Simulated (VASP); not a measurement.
A run of VASP 6.6.1 is set up as follows.

File INCAR:

```
SYSTEM = RbCaH3
PREC     = Accurate       ! precision mode
ENCUT    = 520            ! plane-wave cutoff, eV
EDIFF    = 1E-6           ! SCF threshold, eV
ISMEAR   = 0              ! smearing method
SIGMA    = 0.05           ! smearing width, eV
LREAL    = .FALSE.        ! projectors in reciprocal space
LASPH    = .TRUE.         ! aspherical terms in the spheres
NELM     = 60             ! most SCF steps
ALGO     = Normal         ! electronic algorithm
ISIF     = 2              ! what is computed and relaxed
LWAVE    = .FALSE.        ! write WAVECAR
LCHARG   = .TRUE.         ! write CHGCAR
LELF     = .TRUE.         ! ELF
LVHAR    = .TRUE.       
NBANDS   = 19             ! bands
```

File KPOINTS:

```
regular mesh
0
G
  6 6 6
  0 0 0
```

File POSCAR:

```
RbCaH3
1.0
    4.5470000000      0.0000000000      0.0000000000
    0.0000000000      4.5470000000      0.0170512500
    0.0000000000      0.0170512500      4.5470000000
Rb Ca H
1 1 3
Direct
    0.0000000000      0.0000000000      0.0000000000
    0.5000000000      0.5000000000      0.5000000000
    0.0000000000      0.5000000000      0.5000000000
    0.5000000000      0.0000000000      0.5000000000
    0.5000000000      0.5000000000      0.0000000000
```

Potentials or basis: VASP PAW LDA potentials, release 64 (Rb_sv, Ca_sv, H).

Command:

```sh
$ cat potpaw_LDA.64/Rb_sv/POTCAR potpaw_LDA.64/Ca_sv/POTCAR potpaw_LDA.64/H/POTCAR > POTCAR
$ mpirun -np 1 vasp_std > vasp.out
```

(1) Predict the band gap on the k mesh.

(2) What does it give for the pressure?

Answers

(1) 2.91 eV.

(2) -2.4 GPa.

Caveat: the cell differs from its parent crystal (strain +0.0075 x Voigt [0, 0, 0, 1, 0, 0]).
